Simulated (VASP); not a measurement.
# Na (P1) in VASP: further runs

Runs on Na. Level: PBE. Tasks: single point.

All numbers are computed with VASP 6.6.1; they aren't measurements. Logs are shortened: lines on timing, memory, paths and dates and some standing lists are left out, and cuts for length are marked.

### Step 1. The cell of the first run

The typed cell holds 7 atoms: a = 7.421 Å, b = 7.421 Å, c = 7.421 Å, α = 109.47°, β = 109.47°, γ = 109.47°.

### Step 2. Single point, PBE

Contents of INCAR:

```
PREC = Accurate
ENCUT = 520
EDIFF = 1E-6
ISMEAR = 1
SIGMA = 0.15
LREAL = False
LASPH = True
NELM = 60
ALGO = Normal
ISIF = 2
LWAVE = False
LCHARG = False
GGA = PE
NBANDS = 34
```

Contents of KPOINTS:

```
Automatic mesh
0
Gamma
  2 2 2
```

Contents of POSCAR:

```
Na
1.0
   -4.2843900000      4.2843900000      4.2843900000
    4.2843900000     -4.2843900000      4.2843900000
    4.2843900000      4.2843900000     -4.2843900000
Na
7
Direct
    0.0025387511      0.0018169448      0.0022604151
    0.0359157313      0.0672297573      0.5373914373
    0.0358710341      0.4990216810     -0.0327843637
    0.4727668350     -0.0676309813     -0.0265129925
    0.4973827079     -0.0026548704      0.5002943243
    0.6082105037      0.4991176107      0.1080262301
    0.4744723286      0.4997572583      0.5409366328
```

Potentials or basis: VASP PAW PBE potentials, release 64 (Na_pv).

The run is started by

```
$ cat potpaw_PBE.64/Na_pv/POTCAR > POTCAR
$ mpirun -np 1 vasp_std > vasp.out
```

OUTCAR:

```text
PREC = Accurate
   ENCUT = 520
   EDIFF = 1E-6
   ISMEAR = 1
   LREAL = False
   LASPH = True
   NELM = 60
   ISIF = 2
   GGA = PE

 ion  position               nearest neighbor table
   1  0.003  0.002  0.002-
   2  0.036  0.067  0.537-
   3  0.036  0.499  0.967-
   4  0.473  0.932  0.973-
   5  0.497  0.997  0.500-
   6  0.608  0.499  0.108-
   7  0.474  0.500  0.541-

  LATTYP: Found a body centered cubic cell.
 ALAT       =     8.5687800000

  Lattice vectors:

 A1 = (  -4.2843900000,   4.2843900000,   4.2843900000)
 A2 = (   4.2843900000,  -4.2843900000,   4.2843900000)
 A3 = (   4.2843900000,   4.2843900000,  -4.2843900000)

Analysis of symmetry for initial positions (statically):
=====================================================================
 Subroutine PRICEL returns:
 Original cell was already a primitive cell.

 Routine SETGRP: Setting up the symmetry group for a
 body centered cubic supercell.

 Subroutine GETGRP returns: Found  1 space group operations
 (whereof  1 operations were pure point group operations)
 out of a pool of 48 trial point group operations.

The static configuration has the point symmetry C_1 .

Analysis of symmetry for dynamics (positions and initial velocities):
=====================================================================
 Subroutine PRICEL returns:
 Original cell was already a primitive cell.

 Routine SETGRP: Setting up the symmetry group for a
 body centered cubic supercell.

 Subroutine GETGRP returns: Found  1 space group operations
 (whereof  1 operations were pure point group operations)
 out of a pool of 48 trial point group operations.

The dynamic configuration has the point symmetry C_1 .

 Subroutine INISYM returns: Found  1 space group operations
 (whereof  1 operations are pure point group operations),
 and found     1 'primitive' translations

----------------------------------------------------------------------------------------

                                     Primitive cell

  volume of cell :     314.5770

  direct lattice vectors                    reciprocal lattice vectors
    -4.284390000  4.284390000  4.284390000     0.000000000  0.116702728  0.116702728
     4.284390000 -4.284390000  4.284390000     0.116702728  0.000000000  0.116702728
     4.284390000  4.284390000 -4.284390000     0.116702728  0.116702728  0.000000000

  length of vectors
     7.420781159  7.420781159  7.420781159     0.165042580  0.165042580  0.165042580

  position of ions in fractional coordinates (direct lattice)
     0.002538751  0.001816945  0.002260415
     0.035915731  0.067229757  0.537391437
     0.035871034  0.499021681  0.967215636
     0.472766835  0.932369019  0.973487007
     0.497382708  0.997345130  0.500294324
     0.608210504  0.499117611  0.108026230
     0.474472329  0.499757258  0.540936633

  ion indices of the primitive-cell ions
   primitive index   ion index
                 1           1
                 2           2
                 3           3
                 4           4
                 5           5
                 6           6
                 7           7

----------------------------------------------------------------------------------------

 KPOINTS: Automatic mesh

Automatic generation of k-mesh.
 Grid dimensions read from file:
 generate k-points for:    2    2    2

 Generating k-lattice:

  Cartesian coordinates                     Fractional coordinates (reciprocal lattice)
     0.000000000  0.058351364  0.058351364     0.500000000  0.000000000  0.000000000
     0.058351364  0.000000000  0.058351364     0.000000000  0.500000000  0.000000000
     0.058351364  0.058351364  0.000000000     0.000000000  0.000000000  0.500000000

  Length of vectors
     0.082521290  0.082521290  0.082521290

  Shift w.r.t. Gamma in fractional coordinates (k-lattice)
     0.000000000  0.000000000  0.000000000

 Subroutine IBZKPT returns following result:
 ===========================================

 Found      8 irreducible k-points:

 Following reciprocal coordinates:
            Coordinates               Weight
  0.000000  0.000000  0.000000      1.000000
  0.500000  0.000000  0.000000      1.000000
  0.000000  0.500000  0.000000      1.000000
  0.000000  0.000000  0.500000      1.000000
  0.500000  0.000000  0.500000      1.000000
  0.500000  0.500000  0.000000      1.000000
  0.000000  0.500000  0.500000      1.000000
  0.500000  0.500000  0.500000      1.000000
   k-points           NKPTS =      8   k-points in BZ     NKDIM =      8   number of bands    NBANDS=     34
   number of dos      NEDOS =    301   number of ions     NIONS =      7
   total plane-waves  NPLWV = 175616
   dimension x,y,z NGX =    56 NGY =   56 NGZ =   56
   dimension x,y,z NGXF=   112 NGYF=  112 NGZF=  112
   ions per type =               7
   NGX,Y,Z   is equivalent  to a cutoff of  12.55, 12.55, 12.55 a.u.
   NGXF,Y,Z  is equivalent  to a cutoff of  25.09, 25.09, 25.09 a.u.
 SYSTEM =  unknown system
   PREC   = accura    normal or accurate (medium, high low for compatibility)
   ISTART =      0    job   : 0-new  1-cont  2-samecut
   ICHARG =      2    charge: 1-file 2-atom 10-const
   ISPIN  =      1    spin polarized calculation?
   LNONCOLLINEAR =      F non collinear calculations
   LSORBIT =      F    spin-orbit coupling
   LASPH  =      T    aspherical Exc in radial PAW
   ENCUT  =  520.0 eV  38.22 Ry    6.18 a.u.  13.80 13.80 13.80*2*pi/ulx,y,z
   NELM   =     60;   NELMIN=  2; NELMDL= -5     # of ELM steps
   EDIFF  = 0.1E-05   stopping-criterion for ELM
   LREAL  =      F    real-space projection
   EDIFFG = 0.1E-04   stopping-criterion for IOM
   NSW    =      0    number of steps for IOM
   IBRION =     -1    ionic relax: 0-MD 1-quasi-New 2-CG
   NFREE  =      0    steps in history (QN), initial steepest desc. (CG)
   ISIF   =      2    stress and relaxation
   ISYM   =      2    0-nonsym 1-usesym 2-fastsym
   POTIM  = 0.5000    time-step for ionic-motion
   TEBEG  =    0.0;   TEEND  =   0.0 temperature during run
   PSTRESS=    0.0 pullay stress
   NELECT =      49.0000    total number of electrons
   NUPDOWN=      -1.0000    fix difference up-down
   EMIN   =  10.00;   EMAX   =-10.00  energy-range for DOS
   EFERMI =   0.00;   METHOD = LEGACY
   ISMEAR =     1;   SIGMA  =   0.15  broadening in eV -4-tet -1-fermi 0-gaus
   EFERMI_NEDOS =   21; number of points for ismear=-14 and -15
   IALGO  =     38    algorithm
   IMIX   =      4    mixing-type and parameters
     AMIX     =   0.40;   BMIX     =  1.00
     AMIX_MAG =   1.60;   BMIX_MAG =  1.00
  volume/ion in A,a.u.               =      44.94       303.27
  Fermi-wavevector in a.u.,A,eV,Ry     =   0.880842  1.664549 10.556517  0.775882
  Thomas-Fermi vector in A             =   2.001257
   LORBIT       =      0    0 simple, 1 ext, 2 COOP (PROOUT), +10 PAW based schemes
   GGA     = PE    functional components
   LHFCALC =     F    Hartree Fock is set to
   AEXX    =    0.0000 exact exchange contribution
   IVDW    =     0    specifies the selected vdW correction
   LEPSILON=     F    determine dielectric tensor
   LRPA    =     F    only Hartree local field effects (RPA)
 non-spin polarized calculation
 Methfessel and Paxton  Order N= 1 SIGMA  =   0.15
  energy-cutoff  :      520.00
  volume of cell :      314.58
 maximum number of plane-waves:      8488
 NGX is ok and might be reduce to    56
   NGX = 27   NGY = 27   NGZ = 27

 number of electron      49.0000011 magnetization

 Free energy of the ion-electron system (eV)
  ---------------------------------------------------
  ext. energy  EPLUGINS =         0.00000000
  ---------------------------------------------------
  free energy    TOTEN  =        -8.04247407 eV

  energy without entropy =       -8.02978095  energy(sigma->0) =       -8.03824303

 E-fermi :  -0.0260     XC(G=0):  -5.9705

 val. band max:       -0.0547016440   @ k =   0.0000   0.5000   0.5000
 cond. band min:       0.0153410930   @ k =   0.5000   0.0000   0.5000
 fundamental gap:      0.0700427370
 Fermi energy:        -0.0259771508

 k-point     1 :       0.0000    0.0000    0.0000
  band No.  band energies     occupation
      1     -25.2683      2.00000
      2     -25.2637      2.00000
      3     -25.2636      2.00000
      4     -25.2600      2.00000
      5     -25.2562      2.00000
      6     -25.2540      2.00000
[... 26 lines left out ...]
     33       1.1907     -0.00000
     34       1.7814     -0.00000

 k-point     2 :       0.5000    0.0000    0.0000
  band No.  band energies     occupation
      1     -25.2665      2.00000
      2     -25.2654      2.00000
      3     -25.2616      2.00000
      4     -25.2591      2.00000
      5     -25.2582      2.00000
      6     -25.2517      2.00000
[... 26 lines left out ...]
     33       3.6914      0.00000
     34       3.7904      0.00000

 k-point     3 :       0.0000    0.5000    0.0000
  band No.  band energies     occupation
      1     -25.2656      2.00000
      2     -25.2644      2.00000
      3     -25.2627      2.00000
      4     -25.2616      2.00000
      5     -25.2562      2.00000
      6     -25.2535      2.00000
[... 26 lines left out ...]
     33       3.7067      0.00000
     34       3.7762      0.00000

 k-point     4 :       0.0000    0.0000    0.5000
  band No.  band energies     occupation
      1     -25.2669      2.00000
      2     -25.2649      2.00000
      3     -25.2610      2.00000
      4     -25.2600      2.00000
      5     -25.2581      2.00000
      6     -25.2518      2.00000
[... 26 lines left out ...]
     33       3.6855      0.00000
     34       3.7840      0.00000

 k-point     5 :       0.5000    0.0000    0.5000
  band No.  band energies     occupation
      1     -25.2655      2.00000
      2     -25.2644      2.00000
      3     -25.2628      2.00000
      4     -25.2615      2.00000
      5     -25.2562      2.00000
      6     -25.2534      2.00000
[... 26 lines left out ...]
     33       3.7065      0.00000
     34       3.7767      0.00000

 k-point     6 :       0.5000    0.5000    0.0000
  band No.  band energies     occupation
      1     -25.2668      2.00000
      2     -25.2651      2.00000
      3     -25.2609      2.00000
      4     -25.2600      2.00000
      5     -25.2581      2.00000
      6     -25.2518      2.00000
[... 26 lines left out ...]
     33       3.6883      0.00000
     34       3.7859      0.00000

 k-point     7 :       0.0000    0.5000    0.5000
  band No.  band energies     occupation
      1     -25.2674      2.00000
      2     -25.2640      2.00000
      3     -25.2616      2.00000
      4     -25.2597      2.00000
      5     -25.2583      2.00000
      6     -25.2517      2.00000
[... 26 lines left out ...]
     33       3.6838      0.00000
     34       3.7824      0.00000

 k-point     8 :       0.5000    0.5000    0.5000
  band No.  band energies     occupation
      1     -25.2671      2.00000
      2     -25.2624      2.00000
      3     -25.2622      2.00000
      4     -25.2608      2.00000
      5     -25.2576      2.00000
      6     -25.2496      2.00000
[... 26 lines left out ...]
     33       2.9118     -0.00000
     34       3.7827      0.00000

------------------------ aborting loop because EDIFF is reached ----------------------------------------

  FORCE on cell =-STRESS in cart. coord.  units (eV):
  Direction    XX          YY          ZZ          XY          YZ          ZX
  --------------------------------------------------------------------------------------
  -------------------------------------------------------------------------------------
  Total       -0.3842101     -1.5102041     -0.4059283      0.0022459     -0.0081077      0.0001671
  in kB       -1.9568270     -7.6916451     -2.0674403      0.0114386     -0.0412932      0.0008509
  external PRESSURE =      -3.9053041 kB  Pullay stress =       0.0000000 kB

 VOLUME and BASIS-vectors are now :
 -----------------------------------------------------------------------------
  energy-cutoff  :      520.00
  volume of cell :      314.58
      direct lattice vectors                 reciprocal lattice vectors
    -4.284390000  4.284390000  4.284390000     0.000000000  0.116702728  0.116702728
     4.284390000 -4.284390000  4.284390000     0.116702728  0.000000000  0.116702728
     4.284390000  4.284390000 -4.284390000     0.116702728  0.116702728  0.000000000

 POSITION                                       TOTAL-FORCE (eV/Angst)
 -----------------------------------------------------------------------------------
      0.00659      0.01278      0.00898        -0.001384      0.019816      0.001282
      2.43656      2.16823     -1.86048        -0.002479      0.037682     -0.001731
      6.12825      2.15961     -1.85224         0.003329      0.037822     -0.002594
      6.13991      2.20168      1.84935         0.001887      0.037019      0.002247
      4.28549      0.00142      4.26054        -0.001396      0.022426      0.002256
     -0.00457      0.93022      4.28140         0.000877     -0.190959     -0.002499
      2.42591      2.20925      1.85640        -0.000833      0.036194      0.001040
 -----------------------------------------------------------------------------------
    total drift:                               -0.000339     -0.000845      0.000405

  FREE ENERGIE OF THE ION-ELECTRON SYSTEM (eV)
  ---------------------------------------------------
  free  energy   TOTEN  =        -8.0424740674 eV

  energy  without entropy=       -8.0297809474  energy(sigma->0) =       -8.03824303
```

Run time: 2.5 min. Hardware: 1 thread of Intel Xeon 8259CL, shared host; peak memory 0.43 GiB.

What came out:

```yaml
Free_energy: -8.0425 eV
Pressure: -0.4 GPa
Largest_force: 0.191 eV/Å
Band_gap_on_the_k_mesh: zero (an odd number of electrons rules out a gap without spin polarisation)
```

Forces on the atoms (eV/Å):
```
Na  -0.001  0.020  0.001
Na  -0.002  0.038 -0.002
Na   0.003  0.038 -0.003
Na   0.002  0.037  0.002
Na  -0.001  0.022  0.002
Na   0.001 -0.191 -0.002
Na  -0.001  0.036  0.001
```

Stress tensor (GPa, compression positive):
```
-0.20  0.00  0.00
 0.00 -0.77  0.00
 0.00  0.00 -0.21
```

Levels at points of the mesh, in eV from the Fermi level:
```
           k point  band 22  band 23  band 24  band 25  band 26  band 27  band 28  band 29
(0.00, 0.00, 0.00)    -3.04     0.63     0.71     0.71     1.02     1.03     1.03     1.17
(0.50, 0.00, 0.00)    -2.10    -1.91    -0.09    -0.03     0.14     0.21     1.71     2.01
(0.00, 0.50, 0.00)    -2.10    -1.90    -0.16     0.04     0.08     0.28     1.68     2.02
(0.00, 0.00, 0.50)    -2.10    -1.91    -0.09    -0.03     0.14     0.21     1.71     2.01
(0.50, 0.00, 0.50)    -2.10    -1.90    -0.16     0.04     0.08     0.28     1.68     2.02
(0.50, 0.50, 0.00)    -2.10    -1.91    -0.09    -0.03     0.14     0.21     1.71     2.01
(0.00, 0.50, 0.50)    -2.10    -1.91    -0.09    -0.03     0.14     0.21     1.71     2.01
(0.50, 0.50, 0.50)    -1.14    -1.09    -1.07    -1.00    -1.00    -0.44     2.65     2.65
```

Caveat: the k points lie up to 0.52 Å⁻¹ apart, too coarse for converged energies and pressures of a metal.

### Step 3. Single point, PBE

Contents of INCAR:

```
SYSTEM = Na
ALGO     = Normal         ! electronic algorithm
EDIFF    = 1E-6           ! SCF threshold, eV
ENCUT    = 520            ! plane-wave cutoff, eV
GGA      = PE             ! functional
ISIF     = 2              ! what is computed and relaxed
ISMEAR   = 1              ! smearing method
LASPH    = .True.         ! aspherical terms in the spheres
LCHARG   = .False.        ! write CHGCAR
LREAL    = .False.        ! projectors in reciprocal space
LWAVE    = .False.        ! write WAVECAR
NBANDS   = 34             ! bands
NELM     = 60             ! most SCF steps
PREC     = Accurate       ! precision mode
SIGMA    = 0.15           ! smearing width, eV
```

Contents of KPOINTS:

```
k-points
0
Gamma
  2 2 2
  0 0 0
```

Contents of POSCAR:

```
Na
1.0
   -4.2843900000      4.2843900000      4.2843900000
    4.2843900000     -4.2843900000      4.2843900000
    4.2843900000      4.2843900000     -4.2843900000
Na
7
Direct
    0.0022548134      0.0023461916      0.0022566806
    0.0274134708      0.0676822138      0.5287058368
    0.0274533831      0.4998908829     -0.0404646869
    0.4644690376     -0.0674042279     -0.0349969307
    0.4969219656     -0.0022808381      0.5003296852
    0.8946630676      0.5012469686      0.3926320900
    0.4658652690      0.5006359132      0.5326174788
```

Potentials or basis: VASP PAW PBE potentials, release 64 (Na_pv).

The run is started by

```
$ cat potpaw_PBE.64/Na_pv/POTCAR > POTCAR
$ mpirun -np 1 vasp_std > vasp.out
```

Wall time 2.4 min (1 thread of Intel Xeon 8259CL, shared host); peak memory 0.43 GiB.

Results (log left out):

```yaml
Free_energy: -8.0431 eV
Pressure: -0.4 GPa
Largest_force: 0.190 eV/Å
Band_gap_on_the_k_mesh: zero (an odd number of electrons rules out a gap without spin polarisation)
```

Forces in eV/Å, atoms in the order of the input:
```
Na  -0.002 -0.023  0.000
Na  -0.003 -0.037 -0.002
Na   0.004 -0.037 -0.003
Na   0.002 -0.037  0.002
Na  -0.001 -0.020  0.002
Na   0.000  0.190  0.001
Na   0.000 -0.037  0.001
```

Stress tensor (GPa, compression positive):
```
-0.20  0.00  0.00
 0.00 -0.77  0.00
 0.00  0.00 -0.21
```

Levels at points of the mesh, in eV from the Fermi level:
```tsv
k point	band 21	band 22	band 23	band 24	band 25	band 26	band 27	band 28	band 29	band 30
(0.00, 0.00, 0.00)	-25.11	-3.04	0.63	0.71	0.71	1.02	1.03	1.03	1.17	1.19
(0.50, 0.00, 0.00)	-25.11	-2.10	-1.91	-0.09	-0.03	0.14	0.21	1.71	2.01	2.16
(0.00, 0.50, 0.00)	-25.11	-2.10	-1.90	-0.16	0.04	0.08	0.28	1.68	2.02	2.19
(0.00, 0.00, 0.50)	-25.11	-2.10	-1.91	-0.09	-0.03	0.14	0.21	1.71	2.01	2.16
(0.50, 0.00, 0.50)	-25.11	-2.10	-1.90	-0.16	0.04	0.08	0.28	1.68	2.02	2.19
(0.50, 0.50, 0.00)	-25.11	-2.10	-1.91	-0.09	-0.03	0.14	0.21	1.71	2.01	2.16
(0.00, 0.50, 0.50)	-25.11	-2.10	-1.91	-0.09	-0.03	0.14	0.21	1.71	2.01	2.16
(0.50, 0.50, 0.50)	-25.11	-1.14	-1.09	-1.06	-1.00	-1.00	-0.43	2.65	2.66	2.80
```

Caveat: the k points lie up to 0.52 Å⁻¹ apart, too coarse for converged energies and pressures of a metal.

The gap in the log of VASP goes by the Fermi energy; the results here count the filled bands.